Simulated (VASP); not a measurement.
# BaS (Fm-3m) in VASP: further runs, part 2 of 2

VASP 6.6.1. Earlier steps stand in the parts before.

## (3) Single point, PBE (volume scaled by 0.91)

INCAR reads:

```
SYSTEM = BaS
  PREC = Accurate
  ENCUT = 520
  EDIFF = 1E-6
  ISMEAR = 0
  SIGMA = 0.02
  LREAL = .FALSE.
  LASPH = .TRUE.
  NELM = 100
  ALGO = Normal
  ISIF = 2
  LWAVE = .FALSE.
  LCHARG = .TRUE.
  GGA = PE
  LELF = .TRUE.
  LVHAR = .TRUE.
  NBANDS = 15
```

KPOINTS reads:

```
regular mesh
0
G
  8 8 8
  0 0 0
```

POSCAR reads:

```
BaS
1.0
    0.0000000000      3.1149140046      3.1149140046
    3.1149140046      0.0000000000      3.1149140046
    3.1149140046      3.1149140046      0.0000000000
Ba S
1 1
Direct
    0.0000000000      0.0000000000      0.0000000000
    0.5000000000      0.5000000000      0.5000000000
```

Potentials or basis: VASP PAW PBE potentials, release 64 (Ba_sv, S).

Run with:

```console
$ cat potpaw_PBE.64/Ba_sv/POTCAR potpaw_PBE.64/S/POTCAR > POTCAR
$ mpirun -np 1 vasp_std > vasp.out
```

OUTCAR:

```text
SYSTEM = BaS
   PREC = Accurate
   ENCUT = 520
   EDIFF = 1E-6
   ISMEAR = 0
   LREAL = .FALSE.
   LASPH = .TRUE.
   NELM = 100
   ISIF = 2
   GGA = PE

 ion  position               nearest neighbor table
   1  0.000  0.000  0.000-   2 3.11   2 3.11   2 3.11   2 3.11   2 3.11   2 3.11
   2  0.500  0.500  0.500-   1 3.11   1 3.11   1 3.11   1 3.11   1 3.11   1 3.11

  LATTYP: Found a face centered cubic cell.
 ALAT       =     6.2298280092

  Lattice vectors:

 A1 = (   0.0000000000,   3.1149140046,   3.1149140046)
 A2 = (   3.1149140046,   0.0000000000,   3.1149140046)
 A3 = (   3.1149140046,   3.1149140046,   0.0000000000)

Analysis of symmetry for initial positions (statically):
=====================================================================
 Subroutine PRICEL returns:
 Original cell was already a primitive cell.

 Routine SETGRP: Setting up the symmetry group for a
 face centered cubic supercell.

 Subroutine GETGRP returns: Found 48 space group operations
 (whereof 48 operations were pure point group operations)
 out of a pool of 48 trial point group operations.

The static configuration has the point symmetry O_h .

Analysis of symmetry for dynamics (positions and initial velocities):
=====================================================================
 Subroutine PRICEL returns:
 Original cell was already a primitive cell.

 Routine SETGRP: Setting up the symmetry group for a
 face centered cubic supercell.

 Subroutine GETGRP returns: Found 48 space group operations
 (whereof 48 operations were pure point group operations)
 out of a pool of 48 trial point group operations.

The dynamic configuration has the point symmetry O_h .

 Subroutine INISYM returns: Found 48 space group operations
 (whereof 48 operations are pure point group operations),
 and found     1 'primitive' translations

----------------------------------------------------------------------------------------

[... 116 lines left out ...]
   LORBIT       =      0    0 simple, 1 ext, 2 COOP (PROOUT), +10 PAW based schemes
   GGA     = PE    functional components
   LHFCALC =     F    Hartree Fock is set to
   AEXX    =    0.0000 exact exchange contribution
   IVDW    =     0    specifies the selected vdW correction
   LEPSILON=     F    determine dielectric tensor
   LRPA    =     F    only Hartree local field effects (RPA)
 non-spin polarized calculation
 Gauss-broadening in eV      SIGMA  =   0.02
  energy-cutoff  :      520.00
  volume of cell :       60.45
 maximum number of plane-waves:      1660
 NGX is ok and might be reduce to    36
   NGX = 17   NGY = 17   NGZ = 17

 number of electron      15.9999999 magnetization

 Free energy of the ion-electron system (eV)
  ---------------------------------------------------
  ext. energy  EPLUGINS =         0.00000000
  ---------------------------------------------------
  free energy    TOTEN  =       -10.08432283 eV

  energy without entropy =      -10.08432283  energy(sigma->0) =      -10.08432283

 E-fermi :   2.0178     XC(G=0):  -8.9422

 val. band max:        1.8636651578   @ k =   0.0000   0.0000   0.0000
 cond. band min:       3.8257555884   @ k =   0.5000   0.5000   0.0000
 fundamental gap:      1.9620904306
 Fermi energy:         2.0178351564

 k-point     1 :       0.0000    0.0000    0.0000
  band No.  band energies     occupation
      1     -23.9870      2.00000
      2      -9.0299      2.00000
      3      -9.0299      2.00000
      4      -9.0299      2.00000
      5      -8.6167      2.00000
      6       1.8637      2.00000
      7       1.8637      2.00000
      8       1.8637      2.00000
      9       5.7270      0.00000
     10       5.7270      0.00000
     11       5.7270      0.00000
     12       5.8446      0.00000
     13       6.7344      0.00000
     14       6.7344      0.00000
[... 401 lines left out ...]
      2     -10.2815      2.00000
      3      -9.2857      2.00000
      4      -9.1678      2.00000
      5      -7.3902      2.00000
      6       0.2619      2.00000
      7       0.9154      2.00000
      8       1.0309      2.00000
      9       6.6604      0.00000
     10       6.8633      0.00000
     11       8.8360      0.00000
     12       9.1848      0.00000
     13      10.1402      0.00000
     14      11.0535      0.00000
     15      11.9163      0.00000

 [... further k-points ...]
[... 5 lines left out ...]
  --------------------------------------------------------------------------------------
  -------------------------------------------------------------------------------------
  Total        2.1257494      2.1257494      2.1257494      0.0000000     -0.0000000      0.0000000
  in kB       56.3448807     56.3448807     56.3448807      0.0000000     -0.0000000      0.0000000
  external PRESSURE =      56.3448807 kB  Pullay stress =       0.0000000 kB

 VOLUME and BASIS-vectors are now :
 -----------------------------------------------------------------------------
  energy-cutoff  :      520.00
  volume of cell :       60.45
      direct lattice vectors                 reciprocal lattice vectors
     0.000000000  3.114914005  3.114914005    -0.160518075  0.160518075  0.160518075
     3.114914005  0.000000000  3.114914005     0.160518075 -0.160518075  0.160518075
     3.114914005  3.114914005  0.000000000     0.160518075  0.160518075 -0.160518075

 POSITION                                       TOTAL-FORCE (eV/Angst)
 -----------------------------------------------------------------------------------
      0.00000      0.00000      0.00000        -0.000000     -0.000000     -0.000000
      3.11491      3.11491      3.11491         0.000000      0.000000      0.000000
 -----------------------------------------------------------------------------------
    total drift:                                0.000000      0.000000      0.000000

  FREE ENERGIE OF THE ION-ELECTRON SYSTEM (eV)
  ---------------------------------------------------
  free  energy   TOTEN  =       -10.0843228294 eV

  energy  without entropy=      -10.0843228294  energy(sigma->0) =      -10.08432283
```

It took 17 s on 1 thread of Intel Xeon 6975P-C (Granite Rapids), shared host; peak memory 0.21 GiB.

Results:

```
Free energy            : -10.0843 eV
Pressure               : 5.6 GPa
Band gap on the k mesh : 1.96 eV, indirect (least direct gap 2.05 eV)
```

Caveat: spin-orbit coupling is left out, which moves the levels of the heavy elements. A k mesh can miss the band edges.

## (4) Single point, PBE (volume scaled by 0.94)

INCAR reads:

```
PREC     = Accurate       # precision mode
ENCUT    = 520            # plane-wave cutoff, eV
EDIFF    = 1E-6           # SCF threshold, eV
ISMEAR   = 0              # smearing method
SIGMA    = 0.02           # smearing width, eV
LREAL    = False          # projectors in reciprocal space
LASPH    = True           # aspherical terms in the spheres
NELM     = 100            # most SCF steps
ALGO     = Normal         # electronic algorithm
ISIF     = 2              # what is computed and relaxed
LWAVE    = False          # write WAVECAR
LCHARG   = True           # write CHGCAR
GGA      = PE             # functional
LELF     = True           # ELF
LVHAR    = True         
NBANDS   = 15             # bands
```

KPOINTS reads:

```
regular mesh
0
Gamma
  8 8 8
```

POSCAR reads:

```
BaS
1.0
    0.0000000000      3.1487744183      3.1487744183
    3.1487744183      0.0000000000      3.1487744183
    3.1487744183      3.1487744183      0.0000000000
Ba S
1 1
Direct
    0.0000000000      0.0000000000      0.0000000000
    0.5000000000      0.5000000000      0.5000000000
```

Potentials or basis: VASP PAW PBE potentials, release 64 (Ba_sv, S).

Run with:

```console
$ cat potpaw_PBE.64/Ba_sv/POTCAR potpaw_PBE.64/S/POTCAR > POTCAR
$ mpirun -np 1 vasp_std > vasp.out
```

OUTCAR:

```text
PREC = Accurate
   ENCUT = 520
   EDIFF = 1E-6
   ISMEAR = 0
   LREAL = False
   LASPH = True
   NELM = 100
   ISIF = 2
   GGA = PE

 ion  position               nearest neighbor table
   1  0.000  0.000  0.000-   2 3.15   2 3.15   2 3.15   2 3.15   2 3.15   2 3.15
   2  0.500  0.500  0.500-   1 3.15   1 3.15   1 3.15   1 3.15   1 3.15   1 3.15

  LATTYP: Found a face centered cubic cell.
 ALAT       =     6.2975488366

  Lattice vectors:

 A1 = (   0.0000000000,   3.1487744183,   3.1487744183)
 A2 = (   3.1487744183,   0.0000000000,   3.1487744183)
 A3 = (   3.1487744183,   3.1487744183,   0.0000000000)

Analysis of symmetry for initial positions (statically):
=====================================================================
 Subroutine PRICEL returns:
 Original cell was already a primitive cell.

 Routine SETGRP: Setting up the symmetry group for a
 face centered cubic supercell.

 Subroutine GETGRP returns: Found 48 space group operations
 (whereof 48 operations were pure point group operations)
 out of a pool of 48 trial point group operations.

The static configuration has the point symmetry O_h .

Analysis of symmetry for dynamics (positions and initial velocities):
=====================================================================
 Subroutine PRICEL returns:
 Original cell was already a primitive cell.

 Routine SETGRP: Setting up the symmetry group for a
 face centered cubic supercell.

 Subroutine GETGRP returns: Found 48 space group operations
 (whereof 48 operations were pure point group operations)
 out of a pool of 48 trial point group operations.

The dynamic configuration has the point symmetry O_h .

 Subroutine INISYM returns: Found 48 space group operations
 (whereof 48 operations are pure point group operations),
 and found     1 'primitive' translations

----------------------------------------------------------------------------------------

                                     Primitive cell

  volume of cell :      62.4388
[... 114 lines left out ...]
   GGA     = PE    functional components
   LHFCALC =     F    Hartree Fock is set to
   AEXX    =    0.0000 exact exchange contribution
   IVDW    =     0    specifies the selected vdW correction
   LEPSILON=     F    determine dielectric tensor
   LRPA    =     F    only Hartree local field effects (RPA)
 non-spin polarized calculation
 Gauss-broadening in eV      SIGMA  =   0.02
  energy-cutoff  :      520.00
  volume of cell :       62.44
 maximum number of plane-waves:      1705
 NGX is ok and might be reduce to    36
   NGX = 17   NGY = 17   NGZ = 17

 number of electron      15.9999998 magnetization

 Free energy of the ion-electron system (eV)
  ---------------------------------------------------
  ext. energy  EPLUGINS =         0.00000000
  ---------------------------------------------------
  free energy    TOTEN  =       -10.14203853 eV

  energy without entropy =      -10.14203853  energy(sigma->0) =      -10.14203853

 E-fermi :   1.8440     XC(G=0):  -8.8042

 val. band max:        1.6813556249   @ k =   0.0000   0.0000   0.0000
 cond. band min:       3.7105612689   @ k =   0.5000   0.5000   0.0000
 fundamental gap:      2.0292056440
 Fermi energy:         1.8440479490

 k-point     1 :       0.0000    0.0000    0.0000
  band No.  band energies     occupation
      1     -24.2627      2.00000
      2      -9.3122      2.00000
      3      -9.3122      2.00000
      4      -9.3122      2.00000
      5      -8.7462      2.00000
      6       1.6814      2.00000
      7       1.6814      2.00000
      8       1.6814      2.00000
      9       5.4939      0.00000
     10       5.5506      0.00000
     11       5.5506      0.00000
     12       5.5506      0.00000
     13       6.5221      0.00000
     14       6.5221      0.00000
[... 401 lines left out ...]
      2     -10.4169      2.00000
      3      -9.5394      2.00000
      4      -9.4347      2.00000
      5      -7.6491      2.00000
      6       0.1325      2.00000
      7       0.7698      2.00000
      8       0.8685      2.00000
      9       6.4346      0.00000
     10       6.6267      0.00000
     11       8.5176      0.00000
     12       8.8146      0.00000
     13       9.7707      0.00000
     14      10.6886      0.00000
     15      11.4665      0.00000

 [... further k-points ...]
[... 5 lines left out ...]
  --------------------------------------------------------------------------------------
  -------------------------------------------------------------------------------------
  Total        1.4232399      1.4232399      1.4232399      0.0000000      0.0000000      0.0000000
  in kB       36.5202766     36.5202766     36.5202766      0.0000000      0.0000000      0.0000000
  external PRESSURE =      36.5202766 kB  Pullay stress =       0.0000000 kB

 VOLUME and BASIS-vectors are now :
 -----------------------------------------------------------------------------
  energy-cutoff  :      520.00
  volume of cell :       62.44
      direct lattice vectors                 reciprocal lattice vectors
     0.000000000  3.148774418  3.148774418    -0.158791940  0.158791940  0.158791940
     3.148774418  0.000000000  3.148774418     0.158791940 -0.158791940  0.158791940
     3.148774418  3.148774418  0.000000000     0.158791940  0.158791940 -0.158791940

 POSITION                                       TOTAL-FORCE (eV/Angst)
 -----------------------------------------------------------------------------------
      0.00000      0.00000      0.00000         0.000000      0.000000      0.000000
      3.14877      3.14877      3.14877        -0.000000     -0.000000     -0.000000
 -----------------------------------------------------------------------------------
    total drift:                                0.000000      0.000000      0.000000

  FREE ENERGIE OF THE ION-ELECTRON SYSTEM (eV)
  ---------------------------------------------------
  free  energy   TOTEN  =       -10.1420385306 eV

  energy  without entropy=      -10.1420385306  energy(sigma->0) =      -10.14203853
```

OSZICAR:

```text
N       E                     dE             d eps       ncg     rms          rms(c)
DAV:   1     0.809822087920E+02    0.80982E+02   -0.68905E+03   870   0.934E+02
DAV:   2    -0.595062321122E+01   -0.86933E+02   -0.78452E+02  1173   0.169E+02
DAV:   3    -0.105295461330E+02   -0.45789E+01   -0.45504E+01  1220   0.404E+01
DAV:   4    -0.106096430639E+02   -0.80097E-01   -0.80083E-01  1109   0.548E+00
DAV:   5    -0.106111820428E+02   -0.15390E-02   -0.15389E-02  1181   0.642E-01    0.511E+00
DAV:   6    -0.101274553848E+02    0.48373E+00   -0.65078E-01  1017   0.490E+00    0.353E+00
DAV:   7    -0.101279228845E+02   -0.46750E-03   -0.18416E-01  1116   0.244E+00    0.217E+00
DAV:   8    -0.101411181082E+02   -0.13195E-01   -0.24380E-02   961   0.115E+00    0.215E-01
DAV:   9    -0.101411967434E+02   -0.78635E-04   -0.32292E-03  1108   0.410E-01    0.121E-01
DAV:  10    -0.101419762359E+02   -0.77949E-03   -0.92154E-04   933   0.213E-01    0.344E-02
DAV:  11    -0.101420363615E+02   -0.60126E-04   -0.91123E-05  1122   0.597E-02    0.940E-03
DAV:  12    -0.101420385396E+02   -0.21781E-05   -0.46008E-06   975   0.141E-02    0.537E-03
DAV:  13    -0.101420385306E+02    0.89751E-08   -0.34374E-07   911   0.346E-03
   1 F= -.10142039E+02 E0= -.10142039E+02  d E =-.120825E-32
```

stdout:

```text
POSCAR found type information on POSCAR BaS
 POSCAR found :  2 types and       2 ions
 scaLAPACK will be used
 LDA part: xc-table for (Slater+PW92), standard interpolation
 POSCAR, INCAR and KPOINTS ok, starting setup
 FFT: planning ... GRIDC
 FFT: planning ... GRID_SOFT
 FFT: planning ... GRID
 WAVECAR not read
 entering main loop
```

It took 18 s on 1 thread of Intel Xeon 6975P-C (Granite Rapids), shared host; peak memory 0.21 GiB.

What came out:

```
Free energy            : -10.1420 eV
Pressure               : 3.7 GPa
Band gap on the k mesh : 2.03 eV, indirect (least direct gap 2.14 eV)
```

Levels at points of the mesh, in eV from the valence-band top:
```tsv
k point	band 5	band 6	band 7	band 8	band 9	band 10	band 11	band 12
(0.00, 0.00, 0.00)	-10.43	0.00	0.00	0.00	3.81	3.87	3.87	3.87
(0.50, 0.00, 0.00)	-8.98	-2.03	-1.17	-1.17	5.69	5.82	6.47	6.47
(0.50, 0.50, 0.00)	-10.34	-0.47	-0.11	-0.11	2.03	6.04	6.29	7.73
```

Caveat: spin-orbit coupling is left out, which moves the levels of the heavy elements. A k mesh can miss the band edges.

## (5) Summary

```tsv
cell	gap on the mesh (eV)	pressure (GPa)
a = 4.356 Å, angles 60.0°, 2 atoms	1.89	8.0
a = 4.405 Å, angles 60.0°, 2 atoms	1.96	5.6
a = 4.453 Å, angles 60.0°, 2 atoms	2.03	3.7
```

Alike in all rows: task single point; level PBE; potentials or basis VASP PAW PBE potentials, release 64 (Ba_sv, S); no spin polarisation; k mesh 8 × 8 × 8; cutoff (eV) 520; smearing gaussian 0.02 eV.

Caveats: spin-orbit coupling is left out, which moves the levels of the heavy elements.

Total energies depend on the potentials used, so only differences within one code and one set of settings carry meaning.
